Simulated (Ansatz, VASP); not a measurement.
## Two plane-wave programs on Ge

```xyz
2
Lattice="4.1160 0.0000 0.0000 -2.0580 3.5646 0.0000 0.0000 0.0000 28.0000" Properties=species:S:1:pos:R:3 pbc="T T T"
Ge    0.0000    2.3764   14.3635
Ge    2.0580    1.1882   13.6365
```

Alike in both runs: task single point; functional PBE; k mesh 12 × 12 × 1; occupations gaussian, width 0.1 eV; no spin polarisation.

|  | VASP | Ansatz |
| --- | --- | --- |
| version | VASP 6.6.1 | Ansatz 0.2.0 |
| potentials or method | VASP PAW PBE potentials, release 64 (Ge_d), cutoff 520 eV | scalar-relativistic, plane waves, PAW |
| valence electrons in the cell | 28 | 28 |

|  | VASP | Ansatz | Ansatz less VASP |
| --- | --- | --- | --- |
| gap on the k mesh at the Fermi level (eV) | none | none | - |
| rms of the force components (eV/Å) | 0.152 | 0.154 | +0.0023 |

Atom by atom the forces differ by 0.002 eV/Å (rms over components). A gap of «none» marks a metal or a gap that the smearing closes.
